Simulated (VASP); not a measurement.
Input of a VASP 6.6.1 run:

INCAR

```
ALGO     = Normal         # electronic algorithm
EDIFF    = 1E-7           # SCF threshold, eV
ENCUT    = 520            # plane-wave cutoff, eV
GGA      = PS             # functional
ISIF     = 2              # what is computed and relaxed
ISMEAR   = -1             # smearing method
LASPH    = True           # aspherical terms in the spheres
LCHARG   = False          # write CHGCAR
LREAL    = False          # projectors in reciprocal space
LWAVE    = False          # write WAVECAR
NBANDS   = 15             # bands
NELM     = 80             # most SCF steps
PREC     = Accurate       # precision mode
SIGMA    = 0.05           # smearing width, eV
```

KPOINTS

```
k-points
0
Gamma
  7 7 7
```

The input POSCAR:

```
KCl
1.0
    3.3059095164      0.0000000000      0.0000000000
    0.0000000000      3.3059095164      0.0000000000
    0.0000000000      0.0000000000      3.3059095164
K Cl
1 1
Direct
    0.0000000000      0.0000000000      0.0000000000
    0.5000000000      0.5000000000      0.5000000000
```

Potentials or basis: VASP PAW PBE potentials, release 64 (K_sv, Cl).

Launch:

```sh
$ cat potpaw_PBE.64/K_sv/POTCAR potpaw_PBE.64/Cl/POTCAR > POTCAR
$ mpirun -np 1 vasp_std > vasp.out
```

(1) What does it give for the band gap on the k mesh?

(2) What does it give for the pressure?

Results:

(1) 5.49 eV, indirect (least direct gap 5.67 eV).

(2) 20.5 GPa.

Caveat: the PAW data sets were made with another functional, which shifts forces and pressure a little.
